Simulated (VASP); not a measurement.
# GaP (hm.bB) (F-43m) in VASP: single point with PBE

Aim: the single point of GaP (hm.bB) with PBE.

Program: VASP 6.6.1. These are calculated values, not measurements. Logs are shortened: lines on timing, memory, paths and dates and some standing lists are left out, and cuts for length are marked.

### 1 The cell of the first run

Symmetry: F-43m, No. 216, cubic system. Conventional cell: a = 5.507 Å, b = 5.507 Å, c = 5.507 Å, α = 90.00°, β = 90.00°, γ = 90.00°. Ga (site symmetry -43m) has 4 P at 2.38 Å within 3.1 Å. Within 3.1 Å of P (site symmetry -43m) lie 4 Ga at 2.38 Å.

### 2 Single point, PBE

The input, INCAR:

```
SYSTEM = GaP
ALGO     = Normal         ! electronic algorithm
EDIFF    = 1E-6           ! SCF threshold, eV
ENCUT    = 500            ! plane-wave cutoff, eV
GGA      = PE             ! functional
GGA_COMPAT= .FALSE.      
ISIF     = 2              ! what is computed and relaxed
ISMEAR   = 0              ! smearing method
LASPH    = .TRUE.         ! aspherical terms in the spheres
LCHARG   = .FALSE.        ! write CHGCAR
LREAL    = .FALSE.        ! projectors in reciprocal space
LWAVE    = .FALSE.        ! write WAVECAR
NBANDS   = 16             ! bands
NELM     = 120            ! most SCF steps
PREC     = Accurate       ! precision mode
SIGMA    = 0.02           ! smearing width, eV
```

The input, KPOINTS:

```
k-points
0
G
  8 8 8
  0 0 0
```

The input, POSCAR:

```
GaP
1.0
    0.0000000000      2.7533028935      2.7533028935
    2.7533028935      0.0000000000      2.7533028935
    2.7533028935      2.7533028935      0.0000000000
Ga P
1 1
Direct
    0.0000000000      0.0000000000      0.0000000000
    0.2500000000      0.2500000000      0.2500000000
```

Potentials or basis: VASP PAW PBE potentials, release 64 (Ga_d, P).

Started as:

```sh
cat potpaw_PBE.64/Ga_d/POTCAR potpaw_PBE.64/P/POTCAR > POTCAR
mpirun -np 1 vasp_std > vasp.out
```

OUTCAR:

```text
SYSTEM = GaP
   EDIFF = 1E-6
   ENCUT = 500
   GGA = PE
   ISIF = 2
   ISMEAR = 0
   LASPH = .TRUE.
   LREAL = .FALSE.
   NELM = 120
   PREC = Accurate

 ion  position               nearest neighbor table
   1  0.000  0.000  0.000-   2 2.38   2 2.38   2 2.38   2 2.38
   2  0.250  0.250  0.250-   1 2.38   1 2.38   1 2.38   1 2.38

  LATTYP: Found a face centered cubic cell.
 ALAT       =     5.5066057870

  Lattice vectors:

 A1 = (   0.0000000000,   2.7533028935,   2.7533028935)
 A2 = (   2.7533028935,   0.0000000000,   2.7533028935)
 A3 = (   2.7533028935,   2.7533028935,   0.0000000000)

Analysis of symmetry for initial positions (statically):
=====================================================================
 Subroutine PRICEL returns:
 Original cell was already a primitive cell.

 Routine SETGRP: Setting up the symmetry group for a
 face centered cubic supercell.

 Subroutine GETGRP returns: Found 24 space group operations
 (whereof 24 operations were pure point group operations)
 out of a pool of 48 trial point group operations.

The static configuration has the point symmetry T_d .

Analysis of symmetry for dynamics (positions and initial velocities):
=====================================================================
 Subroutine PRICEL returns:
 Original cell was already a primitive cell.

 Routine SETGRP: Setting up the symmetry group for a
 face centered cubic supercell.

 Subroutine GETGRP returns: Found 24 space group operations
 (whereof 24 operations were pure point group operations)
 out of a pool of 48 trial point group operations.

The dynamic configuration has the point symmetry T_d .

 Subroutine INISYM returns: Found 24 space group operations
 (whereof 24 operations are pure point group operations),
 and found     1 'primitive' translations

----------------------------------------------------------------------------------------

                                     Primitive cell

  volume of cell :      41.7438

  direct lattice vectors                    reciprocal lattice vectors
     0.000000000  2.753302893  2.753302893    -0.181600071  0.181600071  0.181600071
     2.753302893  0.000000000  2.753302893     0.181600071 -0.181600071  0.181600071
     2.753302893  2.753302893  0.000000000     0.181600071  0.181600071 -0.181600071

  length of vectors
     3.893758293  3.893758293  3.893758293     0.314540549  0.314540549  0.314540549

  position of ions in fractional coordinates (direct lattice)
     0.000000000  0.000000000  0.000000000
     0.250000000  0.250000000  0.250000000

  ion indices of the primitive-cell ions
   primitive index   ion index
                 1           1
                 2           2

----------------------------------------------------------------------------------------

 KPOINTS: k-points

Automatic generation of k-mesh.
 Grid dimensions read from file:
 generate k-points for:    8    8    8

 Generating k-lattice:

  Cartesian coordinates                     Fractional coordinates (reciprocal lattice)
    -0.022700009  0.022700009  0.022700009     0.125000000  0.000000000  0.000000000
     0.022700009 -0.022700009  0.022700009     0.000000000  0.125000000  0.000000000
     0.022700009  0.022700009 -0.022700009     0.000000000  0.000000000  0.125000000

  Length of vectors
     0.039317569  0.039317569  0.039317569

  Shift w.r.t. Gamma in fractional coordinates (k-lattice)
     0.000000000  0.000000000  0.000000000

 Subroutine IBZKPT returns following result:
 ===========================================

 Found     29 irreducible k-points:

 Following reciprocal coordinates:
            Coordinates               Weight
  0.000000  0.000000  0.000000      1.000000
  0.125000  0.000000  0.000000      8.000000
  0.250000  0.000000  0.000000      8.000000
  0.375000  0.000000  0.000000      8.000000
  0.500000  0.000000  0.000000      4.000000
  0.125000  0.125000  0.000000      6.000000
[... 16 lines left out ...]
  0.500000  0.250000  0.125000     48.000000
 -0.375000  0.250000  0.125000     24.000000
 [... further k-points ...]
   k-points           NKPTS =     29   k-points in BZ     NKDIM =     29   number of bands    NBANDS=     16
   number of dos      NEDOS =    301   number of ions     NIONS =      2
   total plane-waves  NPLWV =  21952
   dimension x,y,z NGX =    28 NGY =   28 NGZ =   28
   dimension x,y,z NGXF=    56 NGYF=   56 NGZF=   56
   ions per type =               1   1
   NGX,Y,Z   is equivalent  to a cutoff of  11.95, 11.95, 11.95 a.u.
   NGXF,Y,Z  is equivalent  to a cutoff of  23.91, 23.91, 23.91 a.u.
 SYSTEM =  GaP
   PREC   = accura    normal or accurate (medium, high low for compatibility)
   ISTART =      0    job   : 0-new  1-cont  2-samecut
   ICHARG =      2    charge: 1-file 2-atom 10-const
   ISPIN  =      1    spin polarized calculation?
   LNONCOLLINEAR =      F non collinear calculations
   LSORBIT =      F    spin-orbit coupling
   LASPH  =      T    aspherical Exc in radial PAW
   ENCUT  =  500.0 eV  36.75 Ry    6.06 a.u.   7.10  7.10  7.10*2*pi/ulx,y,z
   NELM   =    120;   NELMIN=  2; NELMDL= -5     # of ELM steps
   EDIFF  = 0.1E-05   stopping-criterion for ELM
   LREAL  =      F    real-space projection
   EDIFFG = 0.1E-04   stopping-criterion for IOM
   NSW    =      0    number of steps for IOM
   IBRION =     -1    ionic relax: 0-MD 1-quasi-New 2-CG
   NFREE  =      0    steps in history (QN), initial steepest desc. (CG)
   ISIF   =      2    stress and relaxation
   ISYM   =      2    0-nonsym 1-usesym 2-fastsym
   POTIM  = 0.5000    time-step for ionic-motion
   TEBEG  =    0.0;   TEEND  =   0.0 temperature during run
   PSTRESS=    0.0 pullay stress
   NELECT =      18.0000    total number of electrons
   NUPDOWN=      -1.0000    fix difference up-down
   EMIN   =  10.00;   EMAX   =-10.00  energy-range for DOS
   EFERMI =   0.00;   METHOD = LEGACY
   ISMEAR =     0;   SIGMA  =   0.02  broadening in eV -4-tet -1-fermi 0-gaus
   EFERMI_NEDOS =   21; number of points for ismear=-14 and -15
   IALGO  =     38    algorithm
   IMIX   =      4    mixing-type and parameters
     AMIX     =   0.40;   BMIX     =  1.00
     AMIX_MAG =   1.60;   BMIX_MAG =  1.00
  volume/ion in A,a.u.               =      20.87       140.85
  Fermi-wavevector in a.u.,A,eV,Ry     =   1.236806  2.337225 20.812692  1.529690
  Thomas-Fermi vector in A             =   2.371400
   LORBIT       =      0    0 simple, 1 ext, 2 COOP (PROOUT), +10 PAW based schemes
   GGA     = PE    functional components
   LHFCALC =     F    Hartree Fock is set to
   AEXX    =    0.0000 exact exchange contribution
   IVDW    =     0    specifies the selected vdW correction
   LEPSILON=     F    determine dielectric tensor
   LRPA    =     F    only Hartree local field effects (RPA)
 non-spin polarized calculation
 Gauss-broadening in eV      SIGMA  =   0.02
  energy-cutoff  :      500.00
  volume of cell :       41.74
 maximum number of plane-waves:      1068
   NGX = 15   NGY = 15   NGZ = 15

 number of electron      18.0000009 magnetization

 Free energy of the ion-electron system (eV)
  ---------------------------------------------------
  ext. energy  EPLUGINS =         0.00000000
  ---------------------------------------------------
  free energy    TOTEN  =        -9.12546146 eV

  energy without entropy =       -9.12546146  energy(sigma->0) =       -9.12546146

 E-fermi :   4.4986     XC(G=0):  -9.6937

 val. band max:        4.3437681602   @ k =   0.0000   0.0000   0.0000
 cond. band min:       5.9169595368   @ k =   0.0000   0.0000   0.0000
 fundamental gap:      1.5731913766
 Fermi energy:         4.4986395477

 k-point     1 :       0.0000    0.0000    0.0000
  band No.  band energies     occupation
      1     -10.1587      2.00000
      2     -10.1587      2.00000
      3     -10.1587      2.00000
      4     -10.0681      2.00000
      5     -10.0681      2.00000
      6      -7.9212      2.00000
[... 8 lines left out ...]
     15      14.0882      0.00000
     16      14.0882      0.00000

 k-point     2 :       0.1250    0.0000    0.0000
  band No.  band energies     occupation
      1     -10.1705      2.00000
      2     -10.1545      2.00000
      3     -10.1545      2.00000
      4     -10.0681      2.00000
      5     -10.0681      2.00000
      6      -7.7270      2.00000
[... 8 lines left out ...]
     15      13.4828      0.00000
     16      13.9002      0.00000

 k-point     3 :       0.2500    0.0000    0.0000
  band No.  band energies     occupation
      1     -10.1968      2.00000
      2     -10.1454      2.00000
      3     -10.1454      2.00000
      4     -10.0669      2.00000
      5     -10.0669      2.00000
      6      -7.1769      2.00000
[... 8 lines left out ...]
     15      13.2987      0.00000
     16      14.1881      0.00000

 k-point     4 :       0.3750    0.0000    0.0000
  band No.  band energies     occupation
      1     -10.2210      2.00000
      2     -10.1385      2.00000
      3     -10.1385      2.00000
      4     -10.0636      2.00000
      5     -10.0636      2.00000
      6      -6.4146      2.00000
[... 8 lines left out ...]
     15      14.4535      0.00000
     16      14.4535      0.00000
[... 324 lines left out ...]
 k-point    22 :       0.3750    0.2500    0.1250
  band No.  band energies     occupation
      1     -10.2180      2.00000
      2     -10.1346      2.00000
      3     -10.1311      2.00000
      4     -10.0775      2.00000
      5     -10.0599      2.00000
      6      -6.7085      2.00000
[... 8 lines left out ...]
     15      15.3441      0.00000
     16      16.5694      0.00000

 k-point    23 :       0.5000    0.2500    0.1250
  band No.  band energies     occupation
      1     -10.2319      2.00000
      2     -10.1312      2.00000
      3     -10.1228      2.00000
      4     -10.0756      2.00000
      5     -10.0600      2.00000
      6      -5.9918      2.00000
[... 8 lines left out ...]
     15      15.7208      0.00000
     16      17.0388      0.00000

 k-point    24 :      -0.3750    0.2500    0.1250
  band No.  band energies     occupation
      1     -10.2370      2.00000
      2     -10.1307      2.00000
      3     -10.1199      2.00000
      4     -10.0725      2.00000
      5     -10.0615      2.00000
      6      -5.5661      2.00000
[... 8 lines left out ...]
     15      16.2357      0.00000
     16      16.6760      0.00000

 [... further k-points ...]

------------------------ aborting loop because EDIFF is reached ----------------------------------------

  FORCE on cell =-STRESS in cart. coord.  units (eV):
  Direction    XX          YY          ZZ          XY          YZ          ZX
  --------------------------------------------------------------------------------------
  -------------------------------------------------------------------------------------
  Total       -0.0261667     -0.0261667     -0.0261667      0.0000000      0.0000000     -0.0000000
  in kB       -1.0043089     -1.0043089     -1.0043089      0.0000000      0.0000000     -0.0000000
  external PRESSURE =      -1.0043089 kB  Pullay stress =       0.0000000 kB

 VOLUME and BASIS-vectors are now :
 -----------------------------------------------------------------------------
  energy-cutoff  :      500.00
  volume of cell :       41.74
      direct lattice vectors                 reciprocal lattice vectors
     0.000000000  2.753302893  2.753302893    -0.181600071  0.181600071  0.181600071
     2.753302893  0.000000000  2.753302893     0.181600071 -0.181600071  0.181600071
     2.753302893  2.753302893  0.000000000     0.181600071  0.181600071 -0.181600071

 POSITION                                       TOTAL-FORCE (eV/Angst)
 -----------------------------------------------------------------------------------
      0.00000      0.00000      0.00000        -0.000000     -0.000000      0.000000
      1.37665      1.37665      1.37665         0.000000      0.000000     -0.000000
 -----------------------------------------------------------------------------------
    total drift:                                0.000001      0.000001      0.000001

  FREE ENERGIE OF THE ION-ELECTRON SYSTEM (eV)
  ---------------------------------------------------
  free  energy   TOTEN  =        -9.1254614579 eV

  energy  without entropy=       -9.1254614579  energy(sigma->0) =       -9.12546146
```

Run time: 7 s. Hardware: 1 thread of Intel Xeon 6975P-C (Granite Rapids), shared host; peak memory 0.16 GiB.

What came out:

| Property | Result |
| --- | --- |
| Free energy | -9.1255 eV |
| Pressure | -0.1 GPa |
| Band gap on the k mesh | 1.57 eV, direct |

A k mesh can miss the band edges. A hybrid or GW would open this gap; PBE tends to underestimate it.
